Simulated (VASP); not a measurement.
Wanted: the native input for a VASP 6.6.1 run.

```yaml
Task: single point
Functional: LDA
Potentials_or_basis: VASP PAW LDA potentials, release 64 (C)
Cutoff: 600 eV
k_mesh: 10 × 6 × 10
Occupations: gaussian, width 0.02 eV
Spin: no spin polarisation
Dipole_correction: no
Further_INCAR_settings: ALGO = Normal; EDIFF = 1e-06; NBANDS = 16
```

The structure of C lies in POSCAR:

```
C
1.0
    2.5145732064      0.0000000000      0.0000000000
    0.0000000000      3.5561435320      0.0000000000
    0.0000000000      0.0000000000      2.4767627798
C
4
Direct
    0.0000000000      0.0000000000      0.0000000000
    0.5000000000      0.5000000000      0.5000000000
    0.0000000000      0.2500000000      0.5000000000
    0.5000000000      0.7500000000      0.0000000000
```

One way to write it, as run:

INCAR

```
ALGO = Normal ; EDIFF = 1E-6
ENCUT = 600 ; GGA_COMPAT = F
ISIF = 2 ; ISMEAR = 0
LASPH = T ; LCHARG = T
LELF = T ; LREAL = F
LVHAR = T ; LWAVE = F
NBANDS = 16 ; NELM = 120
PREC = Accurate ; SIGMA = 0.02
```

KPOINTS

```
k-points
0
Gamma
  10 6 10
```

Potentials or basis: VASP PAW LDA potentials, release 64 (C).

The run is started by

```bash
$ cat potpaw_LDA.64/C/POTCAR > POTCAR
$ mpirun -np 1 vasp_std > vasp.out
```

Results of the run:

```yaml
Pressure: -1.6 GPa
Largest_force: 0.061 eV/Å
Band_gap_on_the_k_mesh: 4.08 eV
```

It took 25 s on 1 thread of AMD EPYC 7R13 Processor (Zen 3), on a shared host, peak memory 0.12 GiB.
